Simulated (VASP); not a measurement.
Write the native input for VASP 6.6.1 that does the following.

```
Task                   : single point
Functional             : LDA
Potentials or basis    : VASP PAW LDA potentials, release 64 (Mg, O)
Cutoff                 : 600 eV
k mesh                 : 8 × 8 × 8
Occupations            : gaussian, width 0.05 eV
Spin                   : no spin polarisation
Dipole correction      : no
Further INCAR settings : ALGO = Normal; EDIFF = 1e-06; NBANDS = 11
```

The structure of MgO lies in POSCAR:

```
MgO
1.0
    0.0000000000      2.1241500000      2.1241500000
    2.1241500000      0.0000000000      2.1241500000
    2.1241500000      2.1241500000      0.0000000000
Mg O
1 1
Direct
    0.0000000000      0.0000000000      0.0000000000
    0.5000000000      0.5000000000      0.5000000000
```

These files were run (other wordings do the same):

INCAR

```
SYSTEM = MgO
  ALGO = Normal
  EDIFF = 1E-6
  ENCUT = 600
  GGA = CA
  GGA_COMPAT = .FALSE.
  ISIF = 2
  ISMEAR = 0
  LASPH = .TRUE.
  LCHARG = .FALSE.
  LREAL = .FALSE.
  LWAVE = .FALSE.
  NBANDS = 11
  NELM = 120
  PREC = Accurate
  SIGMA = 0.05
```

KPOINTS

```
k-points
0
G
  8 8 8
  0 0 0
```

Potentials or basis: VASP PAW LDA potentials, release 64 (Mg, O).

Launch:

```console
$ cat potpaw_LDA.64/Mg/POTCAR potpaw_LDA.64/O/POTCAR > POTCAR
$ mpirun -np 1 vasp_std > vasp.out
```

It gave:

```json
{
 "Pressure": "-11.5 GPa",
 "Band gap on the k mesh": "4.41 eV, direct"
}
```

Run time: 6.2 s on 1 thread of AMD EPYC 9R45 (Zen 5) (shared host), peak memory 0.1 GiB.
